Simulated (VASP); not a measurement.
Runs of VASP 6.6.1 on ScNb. The structure is that of space group P-6m2 (No. 187), or close to it. The cells are those of the table. 

```csv
level,cell,k mesh,smearing,gap on the mesh (eV),pressure (GPa),largest force (eV/Å)
PBE,"a = 3.066, b = 3.066, c = 5.072 Å, angles 90.0, 90.0, 120.0°, 2 atoms",3 × 3 × 2,gaussian 0.1 eV,none,(a),-
BLYP,"a = 3.066, b = 3.066, c = 5.072 Å, angles 90.0, 90.0, 120.0°, 2 atoms",2 × 1 × 4,gaussian 0.1 eV,none,8.7,0.59
revPBE,"a = 3.329, b = 3.329, c = 5.507 Å, angles 90.0, 90.0, 120.0°, 2 atoms",6 × 6 × 4,tetrahedron,none,(b),-
PBE,"a = 3.066, b = 3.066, c = 5.072 Å, angles 90.0, 90.0, 120.0°, 2 atoms",6 × 6 × 4,gaussian 0.1 eV,none,-0.4,-
PBE,"a = 3.066, b = 3.066, c = 5.072 Å, angles 90.0, 90.0, 120.0°, 2 atoms",7 × 2 × 5,fermi-dirac 0.25852 eV,none,-2.9,0.13
```

Alike in all rows: task single point; potentials or basis VASP PAW PBE potentials, release 64 (Sc_sv, Nb_sv); no spin polarisation; cutoff (eV) 520.

Question: Fill in the values left out.

Answer: (a) -1.6; (b) -14.7.

Caveats: all runs use coarse meshes; the PAW data sets were made with another functional, which shifts forces and pressure a little (some runs); tetrahedron occupations give inexact forces and stress in metals (some runs).

A k mesh can miss the band edges, and the runs leave out spin-orbit coupling on Nb.

A gap of «none» marks levels without a gap at the run's occupations.
